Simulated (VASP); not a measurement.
# Eu (Im-3m) in VASP: a series of runs, part 2 of 2

VASP 6.6.1. The steps go on from the part before.

## (4) Electric field gradients, PBEsol, collinear spin, ferromagnetic start (volume scaled by 1.05)

INCAR reads:

```
SYSTEM = Eu
  PREC = Accurate
  ENCUT = 520
  EDIFF = 1E-8
  ISMEAR = -1
  SIGMA = 0.05
  LREAL = .FALSE.
  LASPH = .TRUE.
  NELM = 150
  ALGO = Normal
  ISIF = 2
  LWAVE = .FALSE.
  LCHARG = .FALSE.
  ISPIN = 2
  MAGMOM = 7
  LORBIT = 11
  LMAXMIX = 6
  GGA = PS
  LEFG = .TRUE.
  NBANDS = 18
```

KPOINTS reads:

```
Automatic mesh
0
G
  10 10 10
  0 0 0
```

POSCAR reads:

```
Eu
1.0
   -2.2805911966      2.2805911966      2.2805911966
    2.2805911966     -2.2805911966      2.2805911966
    2.2805911966      2.2805911966     -2.2805911966
Eu
1
Direct
    0.0000000000      0.0000000000      0.0000000000
```

Potentials or basis: VASP PAW PBE potentials, release 64 (Eu).

Command:

```
$ cat potpaw_PBE.64/Eu/POTCAR > POTCAR
$ mpirun -np 1 vasp_std > vasp.out
```

OUTCAR:

```text
SYSTEM = Eu
   PREC = Accurate
   ENCUT = 520
   EDIFF = 1E-8
   ISMEAR = -1
   LREAL = .FALSE.
   LASPH = .TRUE.
   NELM = 150
   ISIF = 2
   ISPIN = 2
   LORBIT = 11
   GGA = PS

 ion  position               nearest neighbor table
   1  0.000  0.000  0.000-

  LATTYP: Found a body centered cubic cell.
 ALAT       =     4.5611823932

  Lattice vectors:

 A1 = (  -2.2805911966,   2.2805911966,   2.2805911966)
 A2 = (   2.2805911966,  -2.2805911966,   2.2805911966)
 A3 = (   2.2805911966,   2.2805911966,  -2.2805911966)

Analysis of symmetry for initial positions (statically):
=====================================================================
 Subroutine PRICEL returns:
 Original cell was already a primitive cell.

 Routine SETGRP: Setting up the symmetry group for a
 body centered cubic supercell.

 Subroutine GETGRP returns: Found 48 space group operations
 (whereof 48 operations were pure point group operations)
 out of a pool of 48 trial point group operations.

The static configuration has the point symmetry O_h .

Analysis of symmetry for dynamics (positions and initial velocities):
=====================================================================
 Subroutine PRICEL returns:
 Original cell was already a primitive cell.

 Routine SETGRP: Setting up the symmetry group for a
 body centered cubic supercell.

 Subroutine GETGRP returns: Found 48 space group operations
 (whereof 48 operations were pure point group operations)
 out of a pool of 48 trial point group operations.

The dynamic configuration has the point symmetry O_h .

Analysis of structural, dynamic, and magnetic symmetry:
[... 676 lines left out ...]
      1     -37.0534      1.00000
      2     -16.4553      1.00000
      3     -16.4553      1.00000
      4     -16.4553      1.00000
      5      -1.8894      1.00000
      6       4.2425      0.00000
[... 493 lines left out ...]
     17       6.5473      0.00000
     18      10.2713      0.00000

 [... further k-points ...]
[... 5 lines left out ...]
  --------------------------------------------------------------------------------------
  -------------------------------------------------------------------------------------
  Total       -0.7927565     -0.7927565     -0.7927565      0.0000000      0.0000000      0.0000000
  in kB      -26.7699800    -26.7699800    -26.7699800      0.0000000      0.0000000      0.0000000
  external PRESSURE =     -26.7699800 kB  Pullay stress =       0.0000000 kB

 VOLUME and BASIS-vectors are now :
 -----------------------------------------------------------------------------
  energy-cutoff  :      520.00
  volume of cell :       47.45
      direct lattice vectors                 reciprocal lattice vectors
    -2.280591197  2.280591197  2.280591197     0.000000000  0.219241397  0.219241397
     2.280591197 -2.280591197  2.280591197     0.219241397  0.000000000  0.219241397
     2.280591197  2.280591197 -2.280591197     0.219241397  0.219241397  0.000000000

 POSITION                                       TOTAL-FORCE (eV/Angst)
 -----------------------------------------------------------------------------------
      0.00000      0.00000      0.00000         0.000000      0.000000      0.000000
 -----------------------------------------------------------------------------------
    total drift:                               -0.000000     -0.000000      0.000000

  FREE ENERGIE OF THE ION-ELECTRON SYSTEM (eV)
  ---------------------------------------------------
  free  energy   TOTEN  =       -11.5930319695 eV

  energy  without entropy=      -11.5781675216  energy(sigma->0) =      -11.58559975

 Electric field gradients (V/A^2)
---------------------------------------------------------------------
 ion       V_xx      V_yy      V_zz      V_xy      V_xz      V_yz
---------------------------------------------------------------------
   1       0.000    -0.000     0.000     0.000     0.000     0.000
---------------------------------------------------------------------

 Electric field gradients after diagonalization (V/A^2)
 (convention: |V_zz| > |V_xx| > |V_yy|)
----------------------------------------------------------------------
 ion       V_xx      V_yy      V_zz     asymmetry (V_yy - V_xx)/ V_zz
----------------------------------------------------------------------
   1      -0.000    -0.000     0.001       0.000
----------------------------------------------------------------------

           NMR quadrupolar parameters

 Cq : quadrupolar parameter    Cq=e*Q*V_zz/h
 eta: asymmetry parameters     (V_yy - V_xx)/ V_zz
 Q  : nuclear electric quadrupole moment in mb (millibarn)
----------------------------------------------------------------------
 ion       Cq(MHz)       eta       Q (mb)
----------------------------------------------------------------------
   1       0.000       0.000       1.000
----------------------------------------------------------------------

 total charge

# of ion       s       p       d       f       tot
--------------------------------------------------
    1        2.076   5.689   0.247   6.671  14.683

 magnetization (x)

# of ion       s       p       d       f       tot
--------------------------------------------------
    1       -0.002  -0.085   0.133   6.669   6.715
```

OSZICAR:

```text
N       E                     dE             d eps       ncg     rms          rms(c)
DAV:   1     0.108519718018E+03    0.10852E+03   -0.65666E+03  4058   0.401E+03
DAV:   2     0.903454977934E+01   -0.99485E+02   -0.88397E+02  4330   0.271E+02
[... 14 lines left out ...]
DAV:  17    -0.115930255488E+02   -0.16573E-04   -0.47456E-05  6000   0.956E-02    0.204E-01
DAV:  18    -0.115930344132E+02   -0.88644E-05   -0.13084E-05  6068   0.397E-02    0.537E-02
DAV:  19    -0.115930338015E+02    0.61174E-06   -0.11400E-06  6458   0.127E-02    0.365E-02
DAV:  20    -0.115930322559E+02    0.15456E-05   -0.26046E-06  5394   0.315E-02    0.185E-02
DAV:  21    -0.115930320190E+02    0.23687E-06   -0.85498E-07  5938   0.173E-02    0.126E-02
DAV:  22    -0.115930319738E+02    0.45214E-07   -0.51885E-08  6430   0.259E-03    0.783E-03
DAV:  23    -0.115930319695E+02    0.43024E-08   -0.50337E-09  2526   0.107E-03
   1 F= -.11593032E+02 E0= -.11585600E+02  d E =-.148644E-01  mag=     7.3999
```

stdout:

```text
POSCAR found type information on POSCAR Eu
 POSCAR found :  1 types and       1 ions
 scaLAPACK will be used
 -----------------------------------------------------------------------------
|                                                                             |
|                                                                             |
|     You enforced a specific xc type in the INCAR file but a different       |
|     I HOPE YOU KNOW WHAT YOU ARE DOING!                                     |
|                                                                             |
 -----------------------------------------------------------------------------

 LDA part: xc-table for (Slater+PW92), standard interpolation
 POSCAR, INCAR and KPOINTS ok, starting setup
 FFT: planning ... GRIDC
 FFT: planning ... GRID_SOFT
 FFT: planning ... GRID
 WAVECAR not read
 entering main loop
ion   1
```

Run time: 2.1 min. Hardware: 1 thread of Intel Xeon 6975P-C (Granite Rapids), shared host; peak memory 0.24 GiB.

Results:

```yaml
Free_energy: -11.5930 eV
Pressure: -2.7 GPa
Net_moment: 7.40 μB per cell
Site_moments: Eu +6.71 μB
Valence_electrons_inside_the_program's_atomic_spheres: Eu 14.68
```

Levels at points of the mesh, in eV from the Fermi level:
Spin up:
```csv
k point,band 9,band 10,band 11,band 12,band 13,band 14,band 15,band 16
"(0.00, 0.00, 0.00)",-0.39,-0.39,-0.39,-0.35,1.65,1.65,1.65,3.20
"(0.50, 0.00, 0.00)",-0.42,-0.40,-0.39,-0.37,0.42,0.49,3.04,3.71
"(0.50, 0.50, 0.50)",-0.49,-0.49,-0.36,-0.36,-0.36,4.31,4.31,4.31
```
Spin down:
| k point | band 3 | band 4 | band 5 | band 6 | band 7 | band 8 |
| --- | --- | --- | --- | --- | --- | --- |
| (0.00, 0.00, 0.00) | -18.03 | -18.03 | -3.47 | 2.67 | 2.67 | 2.67 |
| (0.50, 0.00, 0.00) | -18.16 | -18.03 | -0.83 | 1.27 | 1.34 | 3.88 |
| (0.50, 0.50, 0.50) | -18.30 | -18.30 | -0.08 | -0.08 | 3.81 | 3.81 |

Caveat: without QUAD_EFG the Cq values of the log hold for a quadrupole moment of 1 mb, not for the nuclei; the PAW data sets were made with another functional, which shifts forces and pressure a little; spin-orbit coupling is left out, which moves the levels of the heavy elements.

## (5) Summary

```csv
cell,gap on the mesh (eV),pressure (GPa),moment (μB)
"a = 3.854 Å, angles 109.5°, 1 atom",none,-2.1,7.35
"a = 3.820 Å, angles 109.5°, 1 atom",none,-1.9,7.33
"a = 3.950 Å, angles 109.5°, 1 atom",none,-2.7,7.40
```

Alike in all rows: task electric field gradients; level PBEsol; potentials or basis VASP PAW PBE potentials, release 64 (Eu); spin collinear, ferromagnetic start; k mesh 10 × 10 × 10; cutoff (eV) 520; smearing fermi-dirac 0.05 eV.

Caveats: the PAW data sets were made with another functional, which shifts forces and pressure a little; spin-orbit coupling is left out, which moves the levels of the heavy elements.

Absolute energies hang on the potentials; compare differences alone.
